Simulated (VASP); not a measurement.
Set up this calculation in VASP 6.6.1, as the native input.

* Task: single point
* Functional: PBE
* Potentials or basis: VASP PAW PBE potentials, release 64 (Rb_sv)
* Cutoff: 520 eV
* k mesh: 4 × 4 × 4
* Occupations: gaussian, width 0.1 eV
* Spin: collinear spin, ferromagnetic start
* Starting moments: [0.07] μB
* Dipole correction: no
* Further INCAR settings: ALGO = Normal; EDIFF = 1e-07; NBANDS = 14

The structure of Rb lies in POSCAR:

```
Rb
1.0
    0.0000000000      3.6398846700      3.6398846700
    3.6398846700      0.0000000000      3.6398846700
    3.6398846700      3.6398846700      0.0000000000
Rb
1
Direct
    0.0000000000      0.0000000000      0.0000000000
```

These files were run (other wordings do the same):

INCAR

```
SYSTEM = Rb
  PREC = Accurate
  ENCUT = 520
  EDIFF = 1E-7
  ISMEAR = 0
  SIGMA = 0.1
  LREAL = .False.
  LASPH = .True.
  NELM = 150
  ALGO = Normal
  ISIF = 2
  LWAVE = .False.
  LCHARG = .False.
  ISPIN = 2
  MAGMOM = 0.07
  LORBIT = 11
  GGA = PE
  NBANDS = 14
```

KPOINTS

```
Automatic mesh
0
Gamma
  4 4 4
  0 0 0
```

Potentials or basis: VASP PAW PBE potentials, release 64 (Rb_sv).

Command:

```sh
$ cat potpaw_PBE.64/Rb_sv/POTCAR > POTCAR
$ mpirun -np 1 vasp_std > vasp.out
```

It gave:

| Quantity | Value |
| --- | --- |
| Pressure | -0.1 GPa |
| Net moment | 0.14 μB per cell |
| Valence electrons inside the program's atomic spheres | Rb 7.29 |

Caveat: the k points lie up to 0.37 Å⁻¹ apart.

Wall time 53 s on 1 thread of Intel(R) Xeon(R) Platinum 8259CL CPU @ 2.50GHz (Skylake/Cascade Lake), on a shared host, peak memory 0.27 GiB.
